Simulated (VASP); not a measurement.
The system is SiC2.

```xyz
6
Lattice="0.0000 3.8797 4.2691 2.4648 0.0000 4.2691 2.4648 3.8797 0.0000" Properties=species:S:1:pos:R:3 pbc="T T T"
Si    3.2864    3.8797    4.2691
Si    1.6432    3.8797    4.2691
C     0.8216    3.8797    2.8461
C     0.8216    3.8797    5.6921
C     4.1080    3.8797    2.8461
C     4.1080    3.8797    5.6921
```

```yaml
Program: VASP 6.6.1
Task: relaxation of cell and atoms
Functional: PBE
Potentials_or_basis: VASP PAW PBE potentials, release 64 (Si, C)
Cutoff: 600 eV
k_mesh: 4 × 4 × 4
Occupations: gaussian, width 0.1 eV
Spin: no spin polarisation
```

At the start: pressure 36.6 GPa; volume 13.61 Å³/atom.

Where does the relaxation end?

Over 36 steps the energy falls by 1441.7 meV/atom and the volume is 11.93 Å³/atom (-12.3 %); space group Fmmm (No. 69, to 0.05 Å).

The path:
```tsv
step	energy change (eV)	largest force (eV/Å)	pressure (GPa)	volume (Å³)
1	0.0000	21.9065	36.63	81.65
2	10.2932	37.2685	7.87	122.06
3	-4.0227	5.9273	-8.90	96.64
4	-4.6271	6.6534	-7.24	94.55
5	-5.9963	7.2588	2.75	88.00
6	-6.0122	8.0250	10.17	85.15
7	-6.0721	7.2838	6.14	86.57
8	-4.2750	7.3430	-4.69	99.84
9	-6.2048	4.4642	-12.25	95.70
10	-7.4824	3.1591	-13.43	92.87
11	-8.0971	2.8152	-9.53	89.71
12	-8.1049	2.5452	-10.39	90.08
13	-8.2589	1.9108	11.81	81.47
14	-8.5346	0.6275	0.54	85.00
15	-8.5348	0.5718	0.81	84.90
16	-8.5495	0.4688	-0.80	85.14
17	-8.5546	0.2624	-0.29	85.06
18	-8.5589	0.1095	-0.85	84.90
19	-8.5590	0.0849	-0.77	84.93
20	-8.5622	0.0986	-0.37	84.38
21	-8.5649	0.2034	0.38	83.42
22	-8.5662	0.1989	0.39	83.28
23	-8.5702	0.1865	0.42	82.84
24	-8.5785	0.1625	0.49	81.97
25	-8.5952	0.1052	0.66	80.24
26	-8.6227	0.1464	1.14	76.77
27	-8.6284	0.4987	2.99	69.84
28	-8.6345	0.3035	1.81	73.58
29	-8.6440	0.1842	0.67	72.97
30	-8.6473	0.0471	-1.33	71.79
31	-8.6490	0.0360	-0.61	72.22
32	-8.6490	0.0413	-0.57	72.25
33	-8.6499	0.0313	-0.35	71.99
34	-8.6502	0.0555	-0.11	71.72
35	-8.6503	0.0585	-0.08	71.67
36	-8.6504	0.0095	0.03	71.60
```

Final structure:
```xyz
6
Lattice="0.0000 3.2366 4.4362 2.4933 0.0000 4.4362 2.4933 3.2366 0.0000" Properties=species:S:1:pos:R:3 pbc="T T T"
Si    3.5715    3.2366    4.4362
Si    1.4151    3.2366    4.4362
C     3.2255    3.2366    7.1666
C     3.2255    3.2366    1.7059
C     1.7612    3.2366    7.1666
C     1.7612    3.2366    1.7059
```

Caveat: the k points lie up to 0.44 Å⁻¹ apart in the final cell.
